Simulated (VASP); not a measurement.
# BN (Fmm2) in VASP: a series of runs, part 2 of 2

VASP 6.6.1.

## Step 3: Phonons, PBE+D3(BJ)

This run uses another cell than the first one, of 7.05 Å³/atom.

INCAR reads:

```
PREC = Accurate
ENCUT = 520
EDIFF = 1E-8
ISMEAR = 0
SIGMA = 0.01
LREAL = F
LASPH = T
NELM = 60
ALGO = Normal
ISIF = 2
LWAVE = F
LCHARG = F
GGA = PE
IVDW = 12
IBRION = 6
NFREE = 2
POTIM = 0.015
NSW = 1
```

KPOINTS reads:

```
Automatic mesh
0
Gamma
  12 12 12
```

POSCAR reads:

```
BN
1.0
    0.0000000000      2.6758458295      2.1268175569
    1.2385882187      0.0000000000      2.1268175569
    1.2385882187      2.6758458295      0.0000000000
B N
1 1
Direct
    0.0005488709      0.0005488709      0.9994511291
    0.6661511191      0.6661511191      0.3338488809
```

Potentials or basis: VASP PAW PBE potentials, release 64 (B, N).

The run is started by

```sh
$ cat potpaw_PBE.64/B/POTCAR potpaw_PBE.64/N/POTCAR > POTCAR
$ mpirun -np 1 vasp_std > vasp.out
```

OUTCAR:

```text
PREC = Accurate
   ENCUT = 520
   EDIFF = 1E-8
   ISMEAR = 0
   LREAL = F
   LASPH = T
   NELM = 60
   ISIF = 2
   GGA = PE
   IVDW = 12
   IBRION = 6
   NFREE = 2
   POTIM = 0.015
   NSW = 1
 IVDW          = 12

 ion  position               nearest neighbor table
   1  0.001  0.001  0.999-   2 1.42   2 1.42   2 1.42
   2  0.666  0.666  0.334-   1 1.42   1 1.42   1 1.42

  LATTYP: Found a face centered orthorhombic cell.
 ALAT       =     2.4771764374
 B/A-ratio  =     1.7171304593
 C/A-ratio  =     2.1603998723

  Lattice vectors:

 A1 = (  -0.0000000000,   2.6758458295,   2.1268175569)
 A2 = (  -1.2385882187,   2.6758458295,   0.0000000000)
 A3 = (  -1.2385882187,   0.0000000000,   2.1268175569)

Analysis of symmetry for initial positions (statically):
=====================================================================
 Subroutine PRICEL returns:
 Original cell was already a primitive cell.

 Routine SETGRP: Setting up the symmetry group for a
 face centered orthorhombic supercell.

 Subroutine GETGRP returns: Found  4 space group operations
 (whereof  4 operations were pure point group operations)
 out of a pool of  8 trial point group operations.

The static configuration has the point symmetry C_2v.

Analysis of symmetry for dynamics (positions and initial velocities):
=====================================================================
 Subroutine PRICEL returns:
 Original cell was already a primitive cell.

 Routine SETGRP: Setting up the symmetry group for a
 face centered orthorhombic supercell.

 Subroutine GETGRP returns: Found  4 space group operations
 (whereof  4 operations were pure point group operations)
 out of a pool of  8 trial point group operations.

The dynamic configuration has the point symmetry C_2v.

 Subroutine INISYM returns: Found  4 space group operations
 (whereof  4 operations are pure point group operations),
 and found     1 'primitive' translations

----------------------------------------------------------------------------------------

                                     Primitive cell

  volume of cell :      14.0977

  direct lattice vectors                    reciprocal lattice vectors
     0.000000000  2.675845830  2.126817557    -0.403685416  0.186856804  0.235093038
     1.238588219  0.000000000  2.126817557     0.403685416 -0.186856804  0.235093038
     1.238588219  2.675845830  0.000000000     0.403685416  0.186856804 -0.235093038

  length of vectors
     3.418114074  2.461189488  2.948601648     0.503136280  0.503136280  0.503136280

  position of ions in fractional coordinates (direct lattice)
     0.000548871  0.000548871  0.999451129
     0.666151119  0.666151119  0.333848881

  ion indices of the primitive-cell ions
   primitive index   ion index
                 1           1
                 2           2

----------------------------------------------------------------------------------------

 KPOINTS: Automatic mesh

Automatic generation of k-mesh.
 Grid dimensions read from file:
[... 89 lines left out ...]
   LORBIT       =      0    0 simple, 1 ext, 2 COOP (PROOUT), +10 PAW based schemes
   GGA     = PE    functional components
   LHFCALC =     F    Hartree Fock is set to
   AEXX    =    0.0000 exact exchange contribution
   IVDW    =    12    specifies the selected vdW correction
   LEPSILON=     F    determine dielectric tensor
   LRPA    =     F    only Hartree local field effects (RPA)
 finite differences with symmetry
 non-spin polarized calculation
 Gauss-broadening in eV      SIGMA  =   0.01
  energy-cutoff  :      520.00
  volume of cell :       14.10
 maximum number of plane-waves:       394
 NGX is ok and might be reduce to    28
   NGX = 13   NGY =  9   NGZ = 11

--------------------------------------- Ionic step        1  -------------------------------------------

 number of electron       8.0000000 magnetization

 Free energy of the ion-electron system (eV)
  ---------------------------------------------------
  ext. energy  EPLUGINS =         0.00000000
  ---------------------------------------------------
  free energy    TOTEN  =       -17.29059545 eV

  energy without entropy =      -17.29059545  energy(sigma->0) =      -17.29059545

------------------------ aborting loop because EDIFF is reached ----------------------------------------

 Edisp (eV)   -0.37214

 E8    (eV) :    -0.1108
[... 105 lines left out ...]
  FREE ENERGIE OF THE ION-ELECTRON SYSTEM (eV)
  ---------------------------------------------------
  free  energy   TOTEN  =       -17.6574989356 eV

  energy  without entropy=      -17.6574989356  energy(sigma->0) =      -17.65749894

[... ionic steps 4 to 10 ...]

--------------------------------------- Ionic step       11  -------------------------------------------

 number of electron       8.0000000 magnetization

------------------------ aborting loop because EDIFF is reached ----------------------------------------
[... 75 lines left out ...]
--------------------------------------- Ionic step       13  -------------------------------------------

 number of electron       8.0000000 magnetization

 Free energy of the ion-electron system (eV)
  ---------------------------------------------------
  ext. energy  EPLUGINS =         0.00000000
  ---------------------------------------------------
  free energy    TOTEN  =       -17.28546394 eV

  energy without entropy =      -17.28546394  energy(sigma->0) =      -17.28546394

 E-fermi :   5.5458     XC(G=0): -11.6075

 val. band max:        5.4478012089   @ k =   0.5000  -0.4167   0.0833
 cond. band min:       7.4401947602   @ k =   0.0000   0.5000   0.5000
 fundamental gap:      1.9923935513
 Fermi energy:         5.5457665652

 k-point     1 :       0.0000    0.0000    0.0000
  band No.  band energies     occupation
      1     -14.1013      2.00000
      2       1.9835      2.00000
      3       3.1018      2.00000
      4       3.4279      2.00000
      5      11.8454      0.00000
      6      16.0734      0.00000
      7      17.0164      0.00000
      8      18.3889      0.00000
[... 243 lines left out ...]
 k-point    24 :      -0.4167    0.1667    0.0000
  band No.  band energies     occupation
      1     -10.0418      2.00000
      2      -4.3885      2.00000
      3      -1.1039      2.00000
      4       3.9101      2.00000
      5       9.3754      0.00000
      6      16.6423      0.00000
      7      19.5838      0.00000
      8      22.8618      0.00000

 [... further k-points ...]

------------------------ aborting loop because EDIFF is reached ----------------------------------------

 Edisp (eV)   -0.37214

 E8    (eV) :    -0.1108
[... 25 lines left out ...]
  FREE ENERGIE OF THE ION-ELECTRON SYSTEM (eV)
  ---------------------------------------------------
  free  energy   TOTEN  =       -17.6576016158 eV

  energy  without entropy=      -17.6576016158  energy(sigma->0) =      -17.65760162

 INTERNAL STRAIN TENSORS FROM DISPLACED ATOMS
 ============================================

 INTERNAL STRAIN TENSOR FOR ION    1 for displacements in x,y,z  (eV/Angst):
          X           Y           Z          XY          YZ          ZX
  --------------------------------------------------------------------------------
  x     0.00000     0.00000     0.00000     0.00000     0.00000    15.97217
  y     0.00000     0.00000     0.00000     0.00000    -1.69784     0.00000
  z    15.98855    -0.43470   -16.28548     0.00000     0.00000     0.00000

 INTERNAL STRAIN TENSOR FOR ION    2 for displacements in x,y,z  (eV/Angst):
          X           Y           Z          XY          YZ          ZX
  --------------------------------------------------------------------------------
  x     0.00000     0.00000     0.00000     0.00000     0.00000   -15.96510
  y     0.00000     0.00000     0.00000     0.00000     1.69895     0.00000
  z   -15.98717     0.43446    16.28294     0.00000     0.00000     0.00000

 Eigenvectors and eigenvalues of the dynamical matrix
 ----------------------------------------------------

   1 f  =   43.168499 THz   271.235676 2PiTHz 1439.946118 cm-1   178.530485 meV
             X         Y         Z           dx          dy          dz
      1.238588  2.675846  0.002335     0.751197    0.000000    0.000000
      1.238588  2.675846  2.833564    -0.660078    0.000000    0.000000
[... 21 lines left out ...]
   6 f/i=    0.000584 THz     0.003671 2PiTHz    0.019489 cm-1     0.002416 meV
             X         Y         Z           dx          dy          dz
      1.238588  2.675846  0.002335     0.660078    0.000000   -0.000000
      1.238588  2.675846  2.833564     0.751197    0.000000   -0.000000

 ELASTIC MODULI CONTR FROM IONIC RELAXATION (kBar)
 Direction    XX          YY          ZZ          XY          YZ          ZX
 --------------------------------------------------------------------------------
 XX        -625.1489     16.9926    636.7364      0.0000      0.0000      0.0000
 YY          16.9926     -0.4619    -17.3075      0.0000      0.0000      0.0000
 ZZ         636.7364    -17.3075   -648.5387      0.0000      0.0000      0.0000
 XY           0.0000      0.0000      0.0000      0.0000      0.0000      0.0000
 YZ           0.0000      0.0000      0.0000      0.0000    -32.6789      0.0000
 ZX           0.0000      0.0000      0.0000      0.0000      0.0000   -623.0227
 --------------------------------------------------------------------------------
```

stdout:

```text
POSCAR found type information on POSCAR B N
 POSCAR found :  2 types and       2 ions
 scaLAPACK will be used
 LDA part: xc-table for (Slater+PW92), standard interpolation
 POSCAR, INCAR and KPOINTS ok, starting setup
 FFT: planning ... GRIDC
 FFT: planning ... GRID_SOFT
 FFT: planning ... GRID
 WAVECAR not read
 entering main loop
 Found     6 degrees of freedom:
 Finite differences POTIM= 0.01500 DOF=   6
 bond charge predicted
 Finite differences progress:
 bond charge predicted
 Finite differences progress:
 bond charge predicted
 Finite differences progress:
 bond charge predicted
 Finite differences progress:
 bond charge predicted
 Finite differences progress:
 bond charge predicted
 Finite differences progress:
 bond charge predicted
 Finite differences progress:
 bond charge predicted
 Finite differences progress:
 bond charge predicted
 Finite differences progress:
 bond charge predicted
 Finite differences progress:
 bond charge predicted
 Finite differences progress:
 bond charge predicted
 Finite differences progress:
```

Wall time 7.7 min (1 thread of Intel Xeon 8259CL, shared host); peak memory 0.25 GiB.

What came out:

* Highest phonon frequency at Γ, LO-TO splitting left out: 1440 cm⁻¹
* Dispersion energy per atom: -0.186 eV

Phonon frequencies in cm⁻¹ (negative: imaginary):
| q point | frequencies |
| --- | --- |
| (0.000, 0.000, 0.000) | 0 0 0 669 1439 1440 |

Caveat: the cell stands under pressure or tension, which shifts response properties.

## Step 4: Phonons, PBE+D3(BJ)

This run uses another cell than the first one, of 7.44 Å³/atom.

INCAR reads:

```
  PREC = Accurate
  ENCUT = 520
  EDIFF = 1E-8
  ISMEAR = 0
  SIGMA = 0.01
  LREAL = False
  LASPH = True
  NELM = 80
  ALGO = Normal
  ISIF = 2
  LWAVE = False
  LCHARG = False
  GGA = PE
  IVDW = 12
  IBRION = 6
  NFREE = 2
  POTIM = 0.015
  NSW = 1
```

KPOINTS is that of step 3.

POSCAR reads:

```
BN
1.0
    0.0000000000      2.7970961792      2.1398907305
    1.2431224949      0.0000000000      2.1398907305
    1.2431224949      2.7970961792      0.0000000000
B N
1 1
Direct
    0.0004021117      0.0004021117      0.9995978883
    0.6662978783      0.6662978783      0.3337021217
```

Potentials or basis: VASP PAW PBE potentials, release 64 (B, N).

The run is started by

```sh
$ cat potpaw_PBE.64/B/POTCAR potpaw_PBE.64/N/POTCAR > POTCAR
$ mpirun -np 1 vasp_std > vasp.out
```

OUTCAR:

```text
PREC = Accurate
   ENCUT = 520
   EDIFF = 1E-8
   ISMEAR = 0
   LREAL = False
   LASPH = True
   NELM = 80
   ISIF = 2
   GGA = PE
   IVDW = 12
   IBRION = 6
   NFREE = 2
   POTIM = 0.015
   NSW = 1
 IVDW          = 12

 ion  position               nearest neighbor table
   1  0.000  0.000  1.000-   2 1.43   2 1.43   2 1.43
   2  0.666  0.666  0.334-   1 1.43   1 1.43   1 1.43
[... 715 lines left out ...]
  x     0.00000     0.00000     0.00000     0.00000     0.00000    14.85768
  y     0.00000     0.00000     0.00000     0.00000    -1.19434     0.00000
  z    14.84967    -0.36775   -15.02478     0.00000     0.00000     0.00000

 INTERNAL STRAIN TENSOR FOR ION    2 for displacements in x,y,z  (eV/Angst):
          X           Y           Z          XY          YZ          ZX
  --------------------------------------------------------------------------------
  x     0.00000     0.00000     0.00000     0.00000     0.00000   -14.85100
  y     0.00000     0.00000     0.00000     0.00000     1.19402     0.00000
  z   -14.84888     0.36578    15.02126     0.00000     0.00000     0.00000

 Eigenvectors and eigenvalues of the dynamical matrix
 ----------------------------------------------------

   1 f  =   42.370209 THz   266.219874 2PiTHz 1413.318038 cm-1   175.229025 meV
             X         Y         Z           dx          dy          dz
      1.243122  2.797096  0.001721    -0.751200    0.000000    0.000000
      1.243122  2.797096  2.851609     0.660075    0.000000    0.000000
[... 21 lines left out ...]
   6 f/i=    0.000869 THz     0.005463 2PiTHz    0.029003 cm-1     0.003596 meV
             X         Y         Z           dx          dy          dz
      1.243122  2.797096  0.001721     0.000000    0.660057    0.000000
      1.243122  2.797096  2.851609     0.000000    0.751215    0.000000

 ELASTIC MODULI CONTR FROM IONIC RELAXATION (kBar)
 Direction    XX          YY          ZZ          XY          YZ          ZX
 --------------------------------------------------------------------------------
 XX        -530.2785     13.0975    536.4832      0.0000     -0.0000      0.0000
 YY          13.0975     -0.3235    -13.2508      0.0000      0.0000     -0.0000
 ZZ         536.4832    -13.2508   -542.7604      0.0000      0.0000     -0.0000
 XY           0.0000      0.0000      0.0000      0.0000      0.0000      0.0000
 YZ          -0.0000      0.0000      0.0000      0.0000    -14.1123     -0.0000
 ZX           0.0000     -0.0000     -0.0000      0.0000     -0.0000   -530.1434
 --------------------------------------------------------------------------------
```

It took 9.1 min on 1 thread of Intel Xeon 8259CL, shared host; peak memory 0.28 GiB.

What came out:

* Highest phonon frequency at Γ, LO-TO splitting left out: 1413 cm⁻¹
* Dispersion energy per atom: -0.176 eV

Phonon frequencies in cm⁻¹ (negative: imaginary):
```tsv
q point	frequencies
(0.000, 0.000, 0.000)	0 0 0 696 1413 1413
```

Caveat: the cell stands under pressure or tension, which shifts response properties.
